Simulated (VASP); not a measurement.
Set up this calculation in VASP 6.6.1, as the native input.

```
Task                    : single point
Functional              : PBE
Potentials or basis     : VASP PAW PBE potentials, release 64 (Sr_sv, B, Pt)
Cutoff                  : 520 eV
k mesh                  : 8 × 8 × 8
Occupations             : gaussian, width 0.1 eV
Spin                    : no spin polarisation
Dipole correction       : no
k mesh for the DOS      : 12 × 12 × 12
Occupations for the DOS : tetrahedron
Further INCAR settings  : ALGO = Normal; EDIFF = 1e-07; NBANDS = 22
```

SrB3Pt:

```
Sr B Pt
1.0
     4.54056    0.00000    0.00000
     0.00000    4.54056    0.00000
     0.00000    0.00000    4.54056
Sr B Pt
1 3 1
Direct
  0.00000 0.00000 0.00000
  0.50000 0.00000 0.00000
  0.00000 0.50000 0.00000
  0.00000 0.00000 0.50000
  0.50000 0.50000 0.50000
```

These files were run (other wordings do the same):

POSCAR

```
SrB3Pt
1.0
    4.5405649450      0.0000000000      0.0000000000
    0.0000000000      4.5405649450      0.0000000000
    0.0000000000      0.0000000000      4.5405649450
Sr B Pt
1 3 1
Direct
    0.0000000000      0.0000000000      0.0000000000
    0.5000000000      0.0000000000      0.0000000000
    0.0000000000      0.5000000000      0.0000000000
    0.0000000000      0.0000000000      0.5000000000
    0.5000000000      0.5000000000      0.5000000000
```

INCAR.step1

```
ALGO     = Normal         # electronic algorithm
EDIFF    = 1E-7           # SCF threshold, eV
ENCUT    = 520            # plane-wave cutoff, eV
GGA      = PE             # functional
ISIF     = 2              # what is computed and relaxed
ISMEAR   = 0              # smearing method
LASPH    = True           # aspherical terms in the spheres
LCHARG   = True           # write CHGCAR
LMAXMIX  = 4              # l up to which the mixer works
LREAL    = False          # projectors in reciprocal space
LWAVE    = False          # write WAVECAR
NBANDS   = 22             # bands
NELM     = 100            # most SCF steps
PREC     = Accurate       # precision mode
SIGMA    = 0.1            # smearing width, eV
```

KPOINTS.step1

```
k-points
0
Gamma
  8 8 8
```

INCAR.step2

```
ALGO     = Normal         # electronic algorithm
EDIFF    = 1E-7           # SCF threshold, eV
ENCUT    = 520            # plane-wave cutoff, eV
GGA      = PE             # functional
ICHARG   = 11             # starting density
ISIF     = 2              # what is computed and relaxed
ISMEAR   = -5             # smearing method
LASPH    = True           # aspherical terms in the spheres
LCHARG   = False          # write CHGCAR
LMAXMIX  = 4              # l up to which the mixer works
LORBIT   = 10             # projections on sites
LREAL    = False          # projectors in reciprocal space
LWAVE    = False          # write WAVECAR
NBANDS   = 22             # bands
NEDOS    = 1001           # points of the DOS
NELM     = 100            # most SCF steps
PREC     = Accurate       # precision mode
SIGMA    = 0.1            # smearing width, eV
```

KPOINTS.step2

```
k-points
0
Gamma
  12 12 12
```

Potentials or basis: VASP PAW PBE potentials, release 64 (Sr_sv, B, Pt).

Run with:

```console
$ cat potpaw_PBE.64/Sr_sv/POTCAR potpaw_PBE.64/B/POTCAR potpaw_PBE.64/Pt/POTCAR > POTCAR
$ cp INCAR.step1 INCAR
$ cp KPOINTS.step1 KPOINTS
$ mpirun -np 1 vasp_std > vasp.out
$ cp INCAR.step2 INCAR
$ cp KPOINTS.step2 KPOINTS
$ mpirun -np 1 vasp_std > vasp.out
```

Results of the run:

```
Valence electrons inside the program's atomic spheres : Sr 8.71; B 1.50; Pt 8.60
```

Wall time 67 s on 1 thread of Intel(R) Xeon(R) 6975P-C (Granite Rapids), with other jobs on the host, peak memory 0.33 GiB.
